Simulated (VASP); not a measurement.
# VO2 (P4_2/mnm) in VASP: relaxation of shape and atoms at fixed volume with PBE

Aim: the relaxation of shape and atoms at fixed volume of VO2 with PBE.

Program: VASP 6.6.1. These are calculated values, not measurements. Logs are shortened: lines on timing, memory, paths and dates and some standing lists are left out, and cuts for length are marked.

**1. The cell of the first run**

The structure is tetragonal, space group P4_2/mnm (No. 136). The conventional cell has a = 4.614 Å, b = 4.614 Å, c = 2.857 Å, α = 90.00°, β = 90.00°, γ = 90.00°. Within 2.6 Å of V (site symmetry mmm) lie 6 O at 1.93 to 1.96 Å. O (site symmetry m2m) has 3 V at 1.93 to 1.96 Å and 11 O at 2.61 to 2.86 Å within 2.9 Å.

**2. Relaxation of shape and atoms at fixed volume, PBE, collinear spin, ferromagnetic start (10.14 Å³/atom)**

File INCAR:

```
SYSTEM = VO2
ALGO = Normal
EDIFF = 1E-7
EDIFFG = -0.01
ENCUT = 600
GGA = PE
GGA_COMPAT = .False.
IBRION = 2
ISIF = 4
ISMEAR = 0
ISPIN = 2
LASPH = .True.
LCHARG = .False.
LMAXMIX = 4
LORBIT = 11
LREAL = .False.
LWAVE = .False.
MAGMOM = 0.92 0.92 0 0 0 0
NELM = 200
NELMIN = 4
NSW = 60
PREC = Accurate
SIGMA = 0.05
```

File KPOINTS:

```
k-points
0
Gamma
  6 6 10
  0 0 0
```

File POSCAR:

```
VO2
1.0
    4.6135281197      0.0000000000      0.0000000000
    0.0000000000      4.6135281197      0.0000000000
    0.0000000000      0.0000000000      2.8572112849
V O
2 4
Direct
    0.0000000000      0.0000000000      0.0000000000
    0.5000000000      0.5000000000      0.5000000000
    0.3000128630      0.3000128630      0.0000000000
    0.1999871370      0.8000128630      0.5000000000
    0.6999871370      0.6999871370      0.0000000000
    0.8000128630      0.1999871370      0.5000000000
```

Potentials or basis: VASP PAW PBE potentials, release 64 (V_sv, O).

Launch:

```console
> cat potpaw_PBE.64/V_sv/POTCAR potpaw_PBE.64/O/POTCAR > POTCAR
> mpirun -np 1 vasp_std > vasp.out
```

OUTCAR:

```text
SYSTEM = VO2
   EDIFF = 1E-7
   EDIFFG = -0.01
   ENCUT = 600
   GGA = PE
   IBRION = 2
   ISIF = 4
   ISMEAR = 0
   ISPIN = 2
   LASPH = .True.
   LORBIT = 11
   LREAL = .False.
   NELM = 200
   NELMIN = 4
   NSW = 60
   PREC = Accurate

 ion  position               nearest neighbor table
   1  0.000  0.000  0.000-   4 1.93   6 1.93   4 1.93   6 1.93   5 1.96   3 1.96
   2  0.500  0.500  0.500-   3 1.93   5 1.93   3 1.93   5 1.93   4 1.96   6 1.96
   3  0.300  0.300  0.000-   2 1.93   2 1.93   1 1.96
   4  0.200  0.800  0.500-   1 1.93   1 1.93   2 1.96
   5  0.700  0.700  0.000-   2 1.93   2 1.93   1 1.96
   6  0.800  0.200  0.500-   1 1.93   1 1.93   2 1.96

  LATTYP: Found a simple tetragonal cell.
 ALAT       =     4.6135281197
 C/A-ratio  =     0.6193115574

  Lattice vectors:

 A1 = (   4.6135281197,   0.0000000000,   0.0000000000)
 A2 = (   0.0000000000,   4.6135281197,   0.0000000000)
 A3 = (   0.0000000000,   0.0000000000,   2.8572112849)

Analysis of symmetry for initial positions (statically):
=====================================================================
 Subroutine PRICEL returns:
 Original cell was already a primitive cell.

 Routine SETGRP: Setting up the symmetry group for a
 simple tetragonal supercell.

 Subroutine GETGRP returns: Found 16 space group operations
 (whereof  8 operations were pure point group operations)
 out of a pool of 16 trial point group operations.

The static configuration has the point symmetry D_2h.
 The point group associated with its full space group is D_4h.

Analysis of symmetry for dynamics (positions and initial velocities):
=====================================================================
 Subroutine PRICEL returns:
 Original cell was already a primitive cell.

 Routine SETGRP: Setting up the symmetry group for a
 simple tetragonal supercell.

 Subroutine GETGRP returns: Found 16 space group operations
 (whereof  8 operations were pure point group operations)
 out of a pool of 16 trial point group operations.

The dynamic configuration has the point symmetry D_2h.
 The point group associated with its full space group is D_4h.

Analysis of structural, dynamic, and magnetic symmetry:
=====================================================================
 Subroutine PRICEL returns:
 Original cell was already a primitive cell.

 Routine SETGRP: Setting up the symmetry group for a
 simple tetragonal supercell.

 Subroutine GETGRP returns: Found 16 space group operations
 (whereof  8 operations were pure point group operations)
 out of a pool of 16 trial point group operations.

The overall configuration has the point symmetry D_2h.
 The point group associated with its full space group is D_4h.

 Subroutine INISYM returns: Found 16 space group operations
 (whereof  8 operations are pure point group operations),
 and found     1 'primitive' translations

----------------------------------------------------------------------------------------

                                     Primitive cell

  volume of cell :      60.8147

  direct lattice vectors                    reciprocal lattice vectors
     4.613528120  0.000000000  0.000000000     0.216753854  0.000000000  0.000000000
     0.000000000  4.613528120  0.000000000     0.000000000  0.216753854  0.000000000
     0.000000000  0.000000000  2.857211285     0.000000000  0.000000000  0.349991618

  length of vectors
     4.613528120  4.613528120  2.857211285     0.216753854  0.216753854  0.349991618

  position of ions in fractional coordinates (direct lattice)
     0.000000000  0.000000000  0.000000000
     0.500000000  0.500000000  0.500000000
     0.300012863  0.300012863  0.000000000
     0.199987137  0.800012863  0.500000000
     0.699987137  0.699987137  0.000000000
     0.800012863  0.199987137  0.500000000

  ion indices of the primitive-cell ions
   primitive index   ion index
                 1           1
                 2           2
                 3           3
                 4           4
                 5           5
                 6           6

----------------------------------------------------------------------------------------

 KPOINTS: k-points

Automatic generation of k-mesh.
 Grid dimensions read from file:
 generate k-points for:    6    6   10

 Generating k-lattice:

  Cartesian coordinates                     Fractional coordinates (reciprocal lattice)
     0.036125642  0.000000000  0.000000000     0.166666667  0.000000000  0.000000000
     0.000000000  0.036125642  0.000000000     0.000000000  0.166666667  0.000000000
     0.000000000  0.000000000  0.034999162     0.000000000  0.000000000  0.100000000

  Length of vectors
     0.036125642  0.036125642  0.034999162

  Shift w.r.t. Gamma in fractional coordinates (k-lattice)
     0.000000000  0.000000000  0.000000000

 Subroutine IBZKPT returns following result:
 ===========================================

 Found     60 irreducible k-points:

 Following reciprocal coordinates:
            Coordinates               Weight
  0.000000  0.000000  0.000000      1.000000
  0.166667  0.000000  0.000000      4.000000
  0.333333  0.000000  0.000000      4.000000
  0.500000  0.000000  0.000000      2.000000
  0.166667  0.166667  0.000000      4.000000
  0.333333  0.166667  0.000000      8.000000
[... 16 lines left out ...]
  0.333333  0.000000  0.200000      8.000000
  0.500000  0.000000  0.200000      4.000000
 [... further k-points ...]
   k-points           NKPTS =     60   k-points in BZ     NKDIM =     60   number of bands    NBANDS=     31
   number of dos      NEDOS =    301   number of ions     NIONS =      6
   total plane-waves  NPLWV =  38400
   dimension x,y,z NGX =    40 NGY =   40 NGZ =   24
   dimension x,y,z NGXF=    80 NGYF=   80 NGZF=   48
   ions per type =               2   4
   NGX,Y,Z   is equivalent  to a cutoff of  14.41, 14.41, 13.96 a.u.
   NGXF,Y,Z  is equivalent  to a cutoff of  28.83, 28.83, 27.93 a.u.
 SYSTEM =  VO2
   PREC   = accura    normal or accurate (medium, high low for compatibility)
   ISTART =      0    job   : 0-new  1-cont  2-samecut
   ICHARG =      2    charge: 1-file 2-atom 10-const
   ISPIN  =      2    spin polarized calculation?
   LNONCOLLINEAR =      F non collinear calculations
   LSORBIT =      F    spin-orbit coupling
   LASPH  =      T    aspherical Exc in radial PAW
   ENCUT  =  600.0 eV  44.10 Ry    6.64 a.u.   9.21  9.21  5.71*2*pi/ulx,y,z
   NELM   =    200;   NELMIN=  4; NELMDL= -5     # of ELM steps
   EDIFF  = 0.1E-06   stopping-criterion for ELM
   LREAL  =      F    real-space projection
   EDIFFG = -.1E-01   stopping-criterion for IOM
   NSW    =     60    number of steps for IOM
   IBRION =      2    ionic relax: 0-MD 1-quasi-New 2-CG
   NFREE  =      1    steps in history (QN), initial steepest desc. (CG)
   ISIF   =      4    stress and relaxation
   ISYM   =      2    0-nonsym 1-usesym 2-fastsym
   POTIM  = 0.5000    time-step for ionic-motion
   TEBEG  =    0.0;   TEEND  =   0.0 temperature during run
   PSTRESS=    0.0 pullay stress
   NELECT =      50.0000    total number of electrons
   NUPDOWN=      -1.0000    fix difference up-down
   EMIN   =  10.00;   EMAX   =-10.00  energy-range for DOS
   EFERMI =   0.00;   METHOD = LEGACY
   ISMEAR =     0;   SIGMA  =   0.05  broadening in eV -4-tet -1-fermi 0-gaus
   EFERMI_NEDOS =   21; number of points for ismear=-14 and -15
   IALGO  =     38    algorithm
   IMIX   =      4    mixing-type and parameters
     AMIX     =   0.40;   BMIX     =  1.00
     AMIX_MAG =   1.60;   BMIX_MAG =  1.00
  volume/ion in A,a.u.               =      10.14        68.40
  Fermi-wavevector in a.u.,A,eV,Ry     =   1.533658  2.898194 32.002368  2.352108
  Thomas-Fermi vector in A             =   2.640695
   LORBIT       =     11    0 simple, 1 ext, 2 COOP (PROOUT), +10 PAW based schemes
   GGA     = PE    functional components
   LHFCALC =     F    Hartree Fock is set to
   AEXX    =    0.0000 exact exchange contribution
   IVDW    =     0    specifies the selected vdW correction
   LEPSILON=     F    determine dielectric tensor
   LRPA    =     F    only Hartree local field effects (RPA)
 conjugate gradient relaxation of ions
 spin polarized calculation
 Gauss-broadening in eV      SIGMA  =   0.05
  energy-cutoff  :      600.00
  volume of cell :       60.81
 maximum number of plane-waves:      2047
 NGX is ok and might be reduce to    40
   NGX = 19   NGY = 19   NGZ = 11

--------------------------------------- Ionic step        1  -------------------------------------------

 number of electron      50.0000012 magnetization       2.0000007

 Free energy of the ion-electron system (eV)
  ---------------------------------------------------
  ext. energy  EPLUGINS =         0.00000000
  ---------------------------------------------------
  free energy    TOTEN  =       -51.96199753 eV

  energy without entropy =      -51.95890044  energy(sigma->0) =      -51.96044899

------------------------ aborting loop because EDIFF is reached ----------------------------------------

  FORCE on cell =-STRESS in cart. coord.  units (eV):
  Direction    XX          YY          ZZ          XY          YZ          ZX
  --------------------------------------------------------------------------------------
  -------------------------------------------------------------------------------------
  Total       -1.4555874     -1.4555874     -1.6213496      0.0000000      0.0000000      0.0000000
  in kB      -38.3477761    -38.3477761    -42.7148160      0.0000000      0.0000000      0.0000000
  external PRESSURE =     -39.8034560 kB  Pullay stress =       0.0000000 kB
[... 65 lines left out ...]
  energy  without entropy=      -51.9594917736  energy(sigma->0) =      -51.96104895

--------------------------------------- Ionic step        3  -------------------------------------------

 number of electron      50.0000013 magnetization       2.0000001

 Free energy of the ion-electron system (eV)
  ---------------------------------------------------
  ext. energy  EPLUGINS =         0.00000000
  ---------------------------------------------------
  free energy    TOTEN  =       -51.96262222 eV

  energy without entropy =      -51.95950321  energy(sigma->0) =      -51.96106271

 E-fermi :   5.9266     XC(G=0): -11.6034

 val. band max:        5.9100743889   @ k =   0.3333   0.3333   0.2000
 cond. band min:       5.9318393671   @ k =   0.5000   0.3333   0.3000
 fundamental gap:      0.0217649782
 Fermi energy:         5.9266052075

 spin component 1

 k-point     1 :       0.0000    0.0000    0.0000
  band No.  band energies     occupation
      1     -60.1733      1.00000
      2     -60.1656      1.00000
      3     -33.9876      1.00000
      4     -33.9876      1.00000
      5     -33.9207      1.00000
      6     -33.9127      1.00000
[... 805 lines left out ...]
     30       6.8104      0.00000
     31       8.6081      0.00000

 [... further k-points ...]

 spin component 2

 k-point     1 :       0.0000    0.0000    0.0000
  band No.  band energies     occupation
      1     -59.0589      1.00000
      2     -59.0507      1.00000
      3     -32.8838      1.00000
      4     -32.8838      1.00000
      5     -32.8486      1.00000
      6     -32.8311      1.00000
[... 840 lines left out ...]
  FREE ENERGIE OF THE ION-ELECTRON SYSTEM (eV)
  ---------------------------------------------------
  free  energy   TOTEN  =       -51.9626222204 eV

  energy  without entropy=      -51.9595032080  energy(sigma->0) =      -51.96106271

 reached required accuracy - stopping structural energy minimisation

 total charge

# of ion       s       p       d       tot
------------------------------------------
    1        2.274   6.320   2.879  11.473
    2        2.274   6.320   2.879  11.473
    3        1.568   3.464   0.000   5.032
    4        1.568   3.464   0.000   5.032
    5        1.568   3.464   0.000   5.032
    6        1.568   3.464   0.000   5.032
--------------------------------------------------
tot         10.820  26.496   5.759  43.075

 magnetization (x)

# of ion       s       p       d       tot
------------------------------------------
    1        0.013   0.012   1.033   1.058
    2        0.013   0.012   1.033   1.058
    3       -0.002  -0.055   0.000  -0.057
    4       -0.002  -0.055   0.000  -0.057
    5       -0.002  -0.055   0.000  -0.057
    6       -0.002  -0.055   0.000  -0.057
--------------------------------------------------
tot          0.018  -0.198   2.066   1.886
```

Run time: 8.2 min. Hardware: 1 thread of Intel Xeon Platinum 8375C at 2.90GHz (Ice Lake), shared host; peak memory 0.35 GiB.

What came out:

```
Free energy                                           : -51.9626 eV
Energy gained by relaxing                             : 0.1 meV/atom
Ionic steps                                           : 3
Pressure after relaxing                               : -3.7 GPa
Band gap on the k mesh                                : zero (filled and empty bands overlap)
Net moment                                            : 2.00 μB per cell
Site moments                                          : V +1.06; O -0.06 μB
Valence electrons inside the program's atomic spheres : V 11.47; O 5.03
```

Forces on the atoms (eV/Å):
```
V    0.000  0.000  0.000
V    0.000  0.000  0.000
O    0.002  0.002  0.000
O   -0.002  0.002  0.000
O   -0.002 -0.002  0.000
O    0.002 -0.002  0.000
```

Step by step:
```
step  energy change (eV)  largest force (eV/Å)  pressure (GPa)  volume (Å³)
   1              0.0000                0.0682           -3.98        60.81
   2             -0.0006                0.0125           -3.77        60.81
   3             -0.0006                0.0024           -3.73        60.81
```

Final structure:
```cif
data_structure
_symmetry_space_group_name_H-M 'P 1'
_symmetry_Int_Tables_number 1
_cell_length_a 4.6160
_cell_length_b 4.6160
_cell_length_c 2.8542
_cell_angle_alpha 90.000
_cell_angle_beta 90.000
_cell_angle_gamma 90.000
_cell_volume 60.81
loop_
_atom_site_label
_atom_site_type_symbol
_atom_site_fract_x
_atom_site_fract_y
_atom_site_fract_z
_atom_site_occupancy
V1 V 0.00000 0.00000 0.00000 1
V2 V 0.50000 0.50000 0.50000 1
O1 O 0.30061 0.30061 0.00000 1
O2 O 0.19939 0.80061 0.50000 1
O3 O 0.69939 0.69939 0.00000 1
O4 O 0.80061 0.19939 0.50000 1
```

Levels at points of the mesh, in eV from the Fermi level:
Spin up:
```
           k point  band 22  band 23  band 24  band 25  band 26  band 27  band 28  band 29  band 30  band 31
(0.00, 0.00, 0.00)    -1.86    -1.86    -1.50    -1.00    -0.76    -0.35    -0.35    -0.20     1.68     1.82
(0.50, 0.00, 0.00)    -3.07    -2.12    -2.12    -0.33    -0.33     0.23     0.23     0.95     0.95     3.47
(0.50, 0.50, 0.00)    -2.68    -2.63    -2.63    -0.97    -0.97    -0.33    -0.33     1.32     1.32     3.09
(0.00, 0.00, 0.50)    -3.82    -3.06    -3.06     0.35     0.35     0.53     0.53     0.99     0.99     2.82
(0.50, 0.00, 0.50)    -3.71    -2.40    -2.40    -0.83    -0.83     0.51     0.51     1.24     1.24     2.21
(0.50, 0.50, 0.50)    -2.83    -2.20    -2.20     0.05     0.05     0.43     0.43     0.52     0.52     3.34
```
Spin down:
| k point | band 20 | band 21 | band 22 | band 23 | band 24 | band 25 | band 26 | band 27 | band 28 | band 29 |
| --- | --- | --- | --- | --- | --- | --- | --- | --- | --- | --- |
| (0.00, 0.00, 0.00) | -3.36 | -2.08 | -1.96 | -1.96 | -1.49 | 0.21 | 0.26 | 0.85 | 0.96 | 0.96 |
| (0.50, 0.00, 0.00) | -4.67 | -2.99 | -2.99 | -2.21 | -2.21 | 0.79 | 0.79 | 1.46 | 1.46 | 1.93 |
| (0.50, 0.50, 0.00) | -3.72 | -2.73 | -2.73 | -2.69 | -2.69 | 0.16 | 0.16 | 0.97 | 0.97 | 2.21 |
| (0.00, 0.00, 0.50) | -4.60 | -3.74 | -3.74 | -3.02 | -3.02 | 1.34 | 1.34 | 1.71 | 1.71 | 1.93 |
| (0.50, 0.00, 0.50) | -4.00 | -3.51 | -3.51 | -2.52 | -2.52 | 0.35 | 0.35 | 1.70 | 1.70 | 2.15 |
| (0.50, 0.50, 0.50) | -4.57 | -2.76 | -2.76 | -2.22 | -2.22 | 1.04 | 1.04 | 1.48 | 1.48 | 1.74 |

Caveat: semilocal functionals often make such compounds metallic where correlation or magnetic order opens a gap, which also shifts bond lengths.

The gap in the log of VASP goes by the Fermi energy; the results here count the filled bands.